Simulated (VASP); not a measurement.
# AlCo in VASP: notebook

Runs on AlCo. Level: PBE. Tasks: single point.

Everything below comes from runs of VASP 6.6.1. Logs are shortened: lines on timing, memory, paths and dates and some standing lists are left out, and cuts for length are marked.

## 1. The cell of the first run

The cell holds a slab with vacuum, 4 atoms: a = 2.853 Å, b = 4.034 Å, c = 15.256 Å, α = 90.00°, β = 90.00°, γ = 90.00°.

## 2. Single point, PBE

INCAR reads:

```
  ALGO = Normal
  DIPOL = 0.5 0.5 0.500
  EDIFF = 1E-6
  ENCUT = 520
  GGA = PE
  IDIPOL = 3
  ISIF = 2
  ISMEAR = -1
  LASPH = T
  LCHARG = F
  LDIPOL = T
  LREAL = F
  LWAVE = F
  NBANDS = 20
  NELM = 80
  PREC = Accurate
  SIGMA = 0.1
```

KPOINTS reads:

```
k-points
0
Gamma
  13 9 1
```

POSCAR reads:

```
AlCo
1.0
    2.8528193275      0.0000000000      0.0000000000
    0.0000000000      4.0344957840      0.0000000000
    0.0000000000      0.0000000000     15.2561000000
Co Al
2 2
Direct
    0.7500000000      0.0000000000      0.4410966240
    0.7500000000      0.5000000000      0.5589033593
    0.2500000000      0.5000000000      0.4260601821
    0.2500000000      0.0000000000      0.5739398179
```

Potentials or basis: VASP PAW PBE potentials, release 64 (Co, Al).

Started as:

```sh
> cat potpaw_PBE.64/Co/POTCAR potpaw_PBE.64/Al/POTCAR > POTCAR
> mpirun -np 1 vasp_std > vasp.out
```

OUTCAR:

```text
EDIFF = 1E-6
   ENCUT = 520
   GGA = PE
   ISIF = 2
   ISMEAR = -1
   LASPH = T
   LREAL = F
   NELM = 80
   PREC = Accurate

 ion  position               nearest neighbor table
   1  0.750  0.000  0.441-   4 2.48   4 2.48   3 2.48   3 2.48   3 2.48   3 2.48   2 2.70   2 2.70

   2  0.750  0.500  0.559-   3 2.48   3 2.48   4 2.48   4 2.48   4 2.48   4 2.48   1 2.70   1 2.70

   3  0.250  0.500  0.426-   2 2.48   2 2.48   1 2.48   1 2.48   1 2.48   1 2.48   4 3.03   4 3.03

   4  0.250  0.000  0.574-   1 2.48   1 2.48   2 2.48   2 2.48   2 2.48   2 2.48   3 3.03   3 3.03

  LATTYP: Found a simple orthorhombic cell.
 ALAT       =     2.8528193275
 B/A-ratio  =     1.4142135624
 C/A-ratio  =     5.3477273702

  Lattice vectors:

 A1 = (   2.8528193275,   0.0000000000,   0.0000000000)
 A2 = (   0.0000000000,   4.0344957840,   0.0000000000)
 A3 = (   0.0000000000,   0.0000000000,  15.2561000000)

Analysis of symmetry for initial positions (statically):
=====================================================================
 Subroutine PRICEL returns:
 Original cell was already a primitive cell.

 Routine SETGRP: Setting up the symmetry group for a
 simple orthorhombic supercell.

 Subroutine GETGRP returns: Found  8 space group operations
 (whereof  2 operations were pure point group operations)
 out of a pool of  8 trial point group operations.

The static configuration has the point symmetry C_1h.
 The point group associated with its full space group is D_2h.

Analysis of symmetry for dynamics (positions and initial velocities):
=====================================================================
 Subroutine PRICEL returns:
 Original cell was already a primitive cell.

 Routine SETGRP: Setting up the symmetry group for a
 simple orthorhombic supercell.

 Subroutine GETGRP returns: Found  8 space group operations
 (whereof  2 operations were pure point group operations)
 out of a pool of  8 trial point group operations.

The dynamic configuration has the point symmetry C_1h.
 The point group associated with its full space group is D_2h.

 Subroutine INISYM returns: Found  8 space group operations
 (whereof  2 operations are pure point group operations),
 and found     1 'primitive' translations

----------------------------------------------------------------------------------------

                                     Primitive cell

  volume of cell :     175.5929

  direct lattice vectors                    reciprocal lattice vectors
     2.852819327  0.000000000  0.000000000     0.350530435  0.000000000  0.000000000
     0.000000000  4.034495784  0.000000000     0.000000000  0.247862448  0.000000000
     0.000000000  0.000000000 15.256100000     0.000000000  0.000000000  0.065547551

  length of vectors
     2.852819327  4.034495784 15.256100000     0.350530435  0.247862448  0.065547551

  position of ions in fractional coordinates (direct lattice)
     0.750000000  0.000000000  0.441096624
     0.750000000  0.500000000  0.558903359
     0.250000000  0.500000000  0.426060182
     0.250000000  0.000000000  0.573939818

  ion indices of the primitive-cell ions
   primitive index   ion index
                 1           1
                 2           2
                 3           3
                 4           4

----------------------------------------------------------------------------------------

 KPOINTS: k-points

Automatic generation of k-mesh.
 Grid dimensions read from file:
 generate k-points for:   13    9    1

 Generating k-lattice:

  Cartesian coordinates                     Fractional coordinates (reciprocal lattice)
     0.026963880  0.000000000  0.000000000     0.076923077  0.000000000  0.000000000
     0.000000000  0.027540272  0.000000000     0.000000000  0.111111111  0.000000000
     0.000000000  0.000000000  0.065547551     0.000000000  0.000000000  1.000000000

  Length of vectors
     0.026963880  0.027540272  0.065547551

  Shift w.r.t. Gamma in fractional coordinates (k-lattice)
     0.000000000  0.000000000  0.000000000

 Subroutine IBZKPT returns following result:
 ===========================================

 Found     35 irreducible k-points:

 Following reciprocal coordinates:
            Coordinates               Weight
  0.000000  0.000000  0.000000      1.000000
  0.076923  0.000000  0.000000      2.000000
  0.153846  0.000000  0.000000      2.000000
  0.230769  0.000000  0.000000      2.000000
  0.307692  0.000000  0.000000      2.000000
  0.384615  0.000000  0.000000      2.000000
[... 16 lines left out ...]
  0.076923  0.333333  0.000000      4.000000
  0.153846  0.333333  0.000000      4.000000
 [... further k-points ...]
   k-points           NKPTS =     35   k-points in BZ     NKDIM =     35   number of bands    NBANDS=     20
   number of dos      NEDOS =    301   number of ions     NIONS =      4
   total plane-waves  NPLWV =  86400
   dimension x,y,z NGX =    24 NGY =   30 NGZ =  120
   dimension x,y,z NGXF=    48 NGYF=   60 NGZF=  240
   ions per type =               2   2
   NGX,Y,Z   is equivalent  to a cutoff of  13.99, 12.36, 13.08 a.u.
   NGXF,Y,Z  is equivalent  to a cutoff of  27.97, 24.72, 26.15 a.u.
 SYSTEM =  unknown system
   PREC   = accura    normal or accurate (medium, high low for compatibility)
   ISTART =      0    job   : 0-new  1-cont  2-samecut
   ICHARG =      2    charge: 1-file 2-atom 10-const
   ISPIN  =      1    spin polarized calculation?
   LNONCOLLINEAR =      F non collinear calculations
   LSORBIT =      F    spin-orbit coupling
   LASPH  =      T    aspherical Exc in radial PAW
   ENCUT  =  520.0 eV  38.22 Ry    6.18 a.u.   5.30  7.50 28.37*2*pi/ulx,y,z
   NELM   =     80;   NELMIN=  2; NELMDL= -5     # of ELM steps
   EDIFF  = 0.1E-05   stopping-criterion for ELM
   LREAL  =      F    real-space projection
   EDIFFG = 0.1E-04   stopping-criterion for IOM
   NSW    =      0    number of steps for IOM
   IBRION =     -1    ionic relax: 0-MD 1-quasi-New 2-CG
   NFREE  =      0    steps in history (QN), initial steepest desc. (CG)
   ISIF   =      2    stress and relaxation
   ISYM   =      2    0-nonsym 1-usesym 2-fastsym
   POTIM  = 0.5000    time-step for ionic-motion
   TEBEG  =    0.0;   TEEND  =   0.0 temperature during run
   PSTRESS=    0.0 pullay stress
   NELECT =      24.0000    total number of electrons
   NUPDOWN=      -1.0000    fix difference up-down
   EMIN   =  10.00;   EMAX   =-10.00  energy-range for DOS
   EFERMI =   0.00;   METHOD = LEGACY
   ISMEAR =    -1;   SIGMA  =   0.10  broadening in eV -4-tet -1-fermi 0-gaus
   EFERMI_NEDOS =   21; number of points for ismear=-14 and -15
   IALGO  =     38    algorithm
   IMIX   =      4    mixing-type and parameters
     AMIX     =   0.40;   BMIX     =  1.00
     AMIX_MAG =   1.60;   BMIX_MAG =  1.00
  volume/ion in A,a.u.               =      43.90       296.24
  Fermi-wavevector in a.u.,A,eV,Ry     =   0.843289  1.593584  9.675588  0.711136
  Thomas-Fermi vector in A             =   1.958132
   LORBIT       =      0    0 simple, 1 ext, 2 COOP (PROOUT), +10 PAW based schemes
   GGA     = PE    functional components
   LHFCALC =     F    Hartree Fock is set to
   AEXX    =    0.0000 exact exchange contribution
   IVDW    =     0    specifies the selected vdW correction
   LEPSILON=     F    determine dielectric tensor
   LRPA    =     F    only Hartree local field effects (RPA)
 non-spin polarized calculation
  energy-cutoff  :      520.00
  volume of cell :      175.59
 maximum number of plane-waves:      4761
 NGX is ok and might be reduce to    24
   NGX = 11   NGY = 15   NGZ = 57

 number of electron      23.9999996 magnetization

 dipolmoment           0.000000      0.000000      0.000001 electrons x Angstroem

 Free energy of the ion-electron system (eV)
  ---------------------------------------------------
  ext. energy  EPLUGINS =         0.00000000
  ---------------------------------------------------
  free energy    TOTEN  =       -20.81911728 eV

  energy without entropy =      -20.63104467  energy(sigma->0) =      -20.72508098

 E-fermi :  -0.6451     XC(G=0):  -4.6097

 val. band max:       -0.6563229980   @ k =   0.1538   0.0000   0.0000
 cond. band min:      -0.6387306525   @ k =   0.3846   0.2222   0.0000
 fundamental gap:      0.0175923456
 Fermi energy:        -0.6451004118

 k-point     1 :       0.0000    0.0000    0.0000
  band No.  band energies     occupation
      1      -9.6436      2.00000
      2      -6.5212      2.00000
      3      -3.0656      2.00000
      4      -2.8080      2.00000
      5      -2.7514      2.00000
      6      -1.7873      1.99998
[... 12 lines left out ...]
     19       5.2460      0.00000
     20       5.6746      0.00000

 k-point     2 :       0.0769    0.0000    0.0000
  band No.  band energies     occupation
      1      -9.5346      2.00000
      2      -6.4258      2.00000
      3      -2.9856      2.00000
      4      -2.8007      2.00000
      5      -2.7687      2.00000
      6      -1.8569      1.99999
[... 12 lines left out ...]
     19       5.2371      0.00000
     20       5.7750      0.00000

 k-point     3 :       0.1538    0.0000    0.0000
  band No.  band energies     occupation
      1      -9.2102      2.00000
      2      -6.1449      2.00000
      3      -2.8430      2.00000
      4      -2.8231      2.00000
      5      -2.7634      2.00000
      6      -1.9985      2.00000
[... 12 lines left out ...]
     19       4.3301      0.00000
     20       5.8755      0.00000

 k-point     4 :       0.2308    0.0000    0.0000
  band No.  band energies     occupation
      1      -8.6790      2.00000
      2      -5.6951      2.00000
      3      -2.9961      2.00000
      4      -2.9872      2.00000
      5      -2.4733      2.00000
      6      -2.0656      2.00000
[... 429 lines left out ...]
 k-point    23 :       0.0769    0.3333    0.0000
  band No.  band energies     occupation
      1      -8.5192      2.00000
      2      -6.1501      2.00000
      3      -4.8492      2.00000
      4      -3.2593      2.00000
      5      -2.2743      2.00000
      6      -2.2584      2.00000
[... 12 lines left out ...]
     19       6.4211      0.00000
     20       6.8828      0.00000

 k-point    24 :       0.1538    0.3333    0.0000
  band No.  band energies     occupation
      1      -8.2135      2.00000
      2      -5.9324      2.00000
      3      -4.5344      2.00000
      4      -3.0333      2.00000
      5      -2.2493      2.00000
      6      -2.1711      2.00000
[... 12 lines left out ...]
     19       5.4140      0.00000
     20       7.0282      0.00000

 [... further k-points ...]

------------------------ aborting loop because EDIFF is reached ----------------------------------------

 vacuum level on the upper side and lower side of the slab       (xc-potential included)        -0.204        -0.204

  FORCE on cell =-STRESS in cart. coord.  units (eV):
  Direction    XX          YY          ZZ          XY          YZ          ZX
  --------------------------------------------------------------------------------------
  -------------------------------------------------------------------------------------
  Total       -4.8420741     -3.2663153     -0.0210771     -0.0000000      0.0000000     -0.0000000
  in kB      -44.1809397    -29.8031130     -0.1923154     -0.0000000      0.0000000     -0.0000000
  external PRESSURE =     -24.7254560 kB  Pullay stress =       0.0000000 kB

 VOLUME and BASIS-vectors are now :
 -----------------------------------------------------------------------------
  energy-cutoff  :      520.00
  volume of cell :      175.59
      direct lattice vectors                 reciprocal lattice vectors
     2.852819327  0.000000000  0.000000000     0.350530435  0.000000000  0.000000000
     0.000000000  4.034495784  0.000000000     0.000000000  0.247862448  0.000000000
     0.000000000  0.000000000 15.256100000     0.000000000  0.000000000  0.065547551

 POSITION                                       TOTAL-FORCE (eV/Angst)
 -----------------------------------------------------------------------------------
      2.13961      0.00000      6.72941         0.000000     -0.000000     -0.003753
      2.13961      2.01725      8.52669         0.000000      0.000000      0.003753
      0.71320      2.01725      6.50002         0.000000      0.000000      0.010680
      0.71320      0.00000      8.75608         0.000000      0.000000     -0.010680
 -----------------------------------------------------------------------------------
    total drift:                                0.000000      0.000000      0.000098

  FREE ENERGIE OF THE ION-ELECTRON SYSTEM (eV)
  ---------------------------------------------------
  free  energy   TOTEN  =       -20.8191172813 eV

  energy  without entropy=      -20.6310446739  energy(sigma->0) =      -20.72508098

 vacuum level on the upper side and lower side of the slab         3.879         3.879
```

It took 4.1 min on 1 thread of Intel Xeon 8259CL, shared host; peak memory 0.34 GiB.

What came out:

* Free energy: -20.8191 eV
* Largest force: 0.011 eV/Å
* Band gap on the k mesh: zero (bands 12 and 13 overlap by 0.72 eV)

Forces in eV/Å, atoms in the order of the input:
```
Co   0.000  0.000 -0.004
Co   0.000  0.000  0.004
Al   0.000  0.000  0.011
Al   0.000  0.000 -0.011
```

Caveat: the run has no spin polarisation, though such a crystal can be magnetic. Spin polarisation is off, so any magnetic state and its effect on volume and gap are missing.

## 3. Single point, PBE

This run uses another cell than the first one.

INCAR reads:

```
SYSTEM = AlCo
ALGO = Normal
DIPOL = 0.5 0.5 0.500
EDIFF = 1E-6
ENCUT = 520
GGA = PE
IDIPOL = 3
ISIF = 2
ISMEAR = -1
LASPH = .True.
LCHARG = .False.
LDIPOL = .True.
LREAL = .False.
LWAVE = .False.
NBANDS = 20
NELM = 80
PREC = Accurate
SIGMA = 0.1
```

KPOINTS reads:

```
k-points
0
Gamma
  13 9 1
  0 0 0
```

POSCAR reads:

```
AlCo
1.0
    2.8528193275      0.0000000000      0.0000000000
    0.0000000000      4.0344957840      0.0000000000
    0.0000000000      0.0000000000     18.0172000000
Co Al
2 2
Direct
    0.7500000000      0.0000000000      0.4440188295
    0.7500000000      0.5000000000      0.5559811705
    0.2500000000      0.5000000000      0.4440188295
    0.2500000000      0.0000000000      0.5559811705
```

Potentials or basis: VASP PAW PBE potentials, release 64 (Co, Al).

Started as:

```sh
> cat potpaw_PBE.64/Co/POTCAR potpaw_PBE.64/Al/POTCAR > POTCAR
> mpirun -np 1 vasp_std > vasp.out
```

It took 5.4 min on 1 thread of Intel Xeon 8259CL, shared host; peak memory 0.38 GiB.

The run converged. Its results:

```
Free energy            : -20.7703 eV
Largest force          : 0.278 eV/Å
Band gap on the k mesh : zero (bands 12 and 13 overlap by 0.34 eV)
```

Forces on the atoms (eV/Å):
```
Co   0.000  0.000  0.278
Co   0.000  0.000 -0.278
Al   0.000  0.000 -0.177
Al   0.000  0.000  0.177
```

Levels at points of the mesh, in eV from the Fermi level:
| k point | band 9 | band 10 | band 11 | band 12 | band 13 | band 14 | band 15 | band 16 |
| --- | --- | --- | --- | --- | --- | --- | --- | --- |
| (0.00, 0.00, 0.00) | -0.59 | -0.45 | -0.39 | -0.39 | -0.21 | 0.16 | 3.48 | 3.73 |

Caveat: the run has no spin polarisation, though such a crystal can be magnetic.

## 4. Single point, PBE

This run uses another cell than the first one.

INCAR reads:

```
  PREC = Accurate
  ENCUT = 520
  EDIFF = 1E-7
  ISMEAR = -1
  SIGMA = 0.1
  LREAL = F
  LASPH = T
  NELM = 100
  ALGO = Normal
  ISIF = 2
  LWAVE = F
  LCHARG = T
  LDIPOL = T
  IDIPOL = 3
  DIPOL = 0.5 0.5 0.500
  GGA = PE
  LELF = T
  LVHAR = T
  LVACPOTAV = T
  NBANDS = 20
```

KPOINTS reads:

```
regular mesh
0
Gamma
  13 9 1
```

POSCAR is that of step 3.

Started as:

```sh
> cat potpaw_PBE.64/Co/POTCAR potpaw_PBE.64/Al/POTCAR > POTCAR
> mpirun -np 1 vasp_std > vasp.out
```

Wall time 6 min (1 thread of Intel Xeon 8259CL, shared host); peak memory 0.38 GiB.

The run converged. Its results:

```yaml
Free_energy: -20.7703 eV
Largest_force: 0.278 eV/Å
Band_gap_on_the_k_mesh: zero (bands 12 and 13 overlap by 0.34 eV)
```

Forces in eV/Å, atoms in the order of the input:
```
Co   0.000  0.000  0.278
Co   0.000  0.000 -0.278
Al   0.000  0.000 -0.177
Al   0.000  0.000  0.177
```

Levels at points of the mesh, in eV from the Fermi level:
```csv
k point,band 10,band 11,band 12,band 13,band 14,band 15
"(0.00, 0.00, 0.00)",-0.45,-0.39,-0.39,-0.21,0.16,3.48
```

Caveat: the run has no spin polarisation, though such a crystal can be magnetic.

## 5. Single point, PBE

This run uses another cell than the first one.

INCAR reads:

```
SYSTEM = AlCo
  PREC = Accurate
  ENCUT = 520
  EDIFF = 1E-6
  ISMEAR = -1
  SIGMA = 0.1
  LREAL = .FALSE.
  LASPH = .TRUE.
  NELM = 80
  ALGO = Normal
  ISIF = 2
  LWAVE = .FALSE.
  LCHARG = .TRUE.
  LDIPOL = .TRUE.
  IDIPOL = 3
  DIPOL = 0.5 0.5 0.500
  GGA = PE
  LELF = .TRUE.
  LVHAR = .TRUE.
  LVACPOTAV = .TRUE.
  NBANDS = 20
```

KPOINTS reads:

```
Automatic mesh
0
G
  13 9 1
  0 0 0
```

POSCAR reads:

```
AlCo
1.0
    2.8528193275      0.0000000000      0.0000000000
    0.0000000000      4.0344957840      0.0000000000
    0.0000000000      0.0000000000     18.0172000000
Co Al
2 2
Direct
    0.7500000000      0.0000000000      0.4501234526
    0.7500000000      0.5000000000      0.5498765404
    0.2500000000      0.5000000000      0.4373913154
    0.2500000000      0.0000000000      0.5626086916
```

Started as:

```sh
> cat potpaw_PBE.64/Co/POTCAR potpaw_PBE.64/Al/POTCAR > POTCAR
> mpirun -np 1 vasp_std > vasp.out
```

Wall time 5.9 min (1 thread of Intel Xeon 8259CL, shared host); peak memory 0.38 GiB.

The run converged. Its results:

* Free energy: -20.8192 eV
* Largest force: 0.011 eV/Å
* Band gap on the k mesh: zero (bands 12 and 13 overlap by 0.72 eV)

Forces on the atoms (eV/Å):
```
Co   0.000  0.000 -0.004
Co   0.000  0.000  0.004
Al   0.000  0.000  0.011
Al   0.000  0.000 -0.011
```

Levels at points of the mesh, in eV from the Fermi level:
| k point | band 8 | band 9 | band 10 | band 11 | band 12 | band 13 | band 14 | band 15 | band 16 | band 17 |
| --- | --- | --- | --- | --- | --- | --- | --- | --- | --- | --- |
| (0.00, 0.00, 0.00) | -0.79 | -0.62 | -0.59 | -0.32 | -0.29 | -0.24 | -0.01 | 3.79 | 3.80 | 4.14 |

Caveat: the run has no spin polarisation, though such a crystal can be magnetic.

## 6. Summary

```csv
cell,gap on the mesh (eV),largest force (eV/Å)
"a = 2.853, b = 4.034, c = 15.256 Å, 4 atoms, atomic positions A",none,0.01
"a = 2.853, b = 4.034, c = 18.017 Å, 4 atoms, atomic positions B",none,0.28
"a = 2.853, b = 4.034, c = 18.017 Å, 4 atoms, atomic positions A",none,0.01
```

Alike in all rows: task single point; level PBE; potentials or basis VASP PAW PBE potentials, release 64 (Co, Al); no spin polarisation; k mesh 13 × 9 × 1; cutoff (eV) 520; smearing fermi-dirac 0.1 eV.

Caveats: the run has no spin polarisation, though such a crystal can be magnetic.

Absolute energies hang on the potentials; compare differences alone.

The gap in the log of VASP goes by the Fermi energy; the results here count the filled bands.